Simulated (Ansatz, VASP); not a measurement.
Given: the input of a run of VASP 6.6.1 on ZnS.

INCAR

```
SYSTEM = ZnS
PREC     = Accurate       ! precision mode
ENCUT    = 600            ! plane-wave cutoff, eV
EDIFF    = 1E-6           ! SCF threshold, eV
ISMEAR   = -1             ! smearing method
SIGMA    = 0.05           ! smearing width, eV
LREAL    = .FALSE.        ! projectors in reciprocal space
LASPH    = .TRUE.         ! aspherical terms in the spheres
NELM     = 100            ! most SCF steps
ALGO     = Normal         ! electronic algorithm
ISIF     = 3              ! what is computed and relaxed
LWAVE    = .FALSE.        ! write WAVECAR
LCHARG   = .FALSE.        ! write CHGCAR
GGA      = RP             ! functional
IVDW     = 12             ! dispersion correction
IBRION   = 2              ! ionic algorithm
NSW      = 60             ! ionic steps
EDIFFG   = -0.01          ! ionic threshold
```

The input KPOINTS:

```
Automatic mesh
0
G
  8 8 5
  0 0 0
```

Contents of POSCAR:

```
ZnS
1.0
    3.8110000000      0.0000000000      0.0000000000
   -1.9055000000      3.3004228138      0.0000000000
    0.0000000000      0.0000000000      6.2340000000
Zn S
2 2
Direct
    0.6666666667      0.3333333333      0.5000000000
    0.3333333333      0.6666666667      0.0000000000
    0.6666666667      0.3333333333      0.8850000000
    0.3333333333      0.6666666667      0.3850000000
```

Potentials or basis: VASP PAW PBE potentials, release 64 (Zn, S).

The run is started by

```sh
$ cat potpaw_PBE.64/Zn/POTCAR potpaw_PBE.64/S/POTCAR > POTCAR
$ mpirun -np 1 vasp_std > vasp.out
```

Task: Translate it to Ansatz 0.2.0. Potentials there: Ansatz PAW.

Result: As run (the cutoff follows the program's own potentials):

The input input.yaml:

```yaml
crystal:
  lattice:
    - [3.811, 0.0, 0.0]
    - [-1.9055, 3.3004228138, 0.0]
    - [0.0, 0.0, 6.234]
  atoms:
    - { symbol: Zn, position: [0.6666666667, 0.3333333333, 0.5] }
    - { symbol: Zn, position: [0.3333333333, 0.6666666667, 0.0] }
    - { symbol: S, position: [0.6666666667, 0.3333333333, 0.885] }
    - { symbol: S, position: [0.3333333333, 0.6666666667, 0.385] }
hamiltonian:
  xc: rpbe
  pseudopotentials: { kind: paw }
  dispersion: d3bj
kpoints:
  mp_grid: { grid: [8, 8, 5] }
scf:
  occupations: { method: fermi_dirac, width: 0.05 }
output:
  forces: true
  stress: true
relax:
  f_tol: 0.01
  max_steps: 40
  cell: { stress_tol: 0.05 }
```

Potentials or basis: Ansatz PAW.

Run with:

```console
$ ansatz run input.yaml --threads 2 --pin off --max-ram 5120MiB --backend cpu --events-out ev --progress --plain --runs-dir out
```

Both were run:

|  | VASP | Ansatz | Ansatz less VASP |
| --- | --- | --- | --- |
| relaxed volume (Å³/atom) | 18.17 | 18.13 | -0.037 |
| relaxed cell length with the largest relative difference (Å) | 3.716 | 3.712 | -0.0033 |

VASP's potentials were made for PBE, not for RPBE.

Noted on Ansatz's run: odd divisions of the mesh miss points on the zone boundary, where band edges often lie, so the gap on the mesh can be too wide; the plane-wave basis is chosen anew once the cell has moved, so the energies of steps on either side of that aren't comparable.
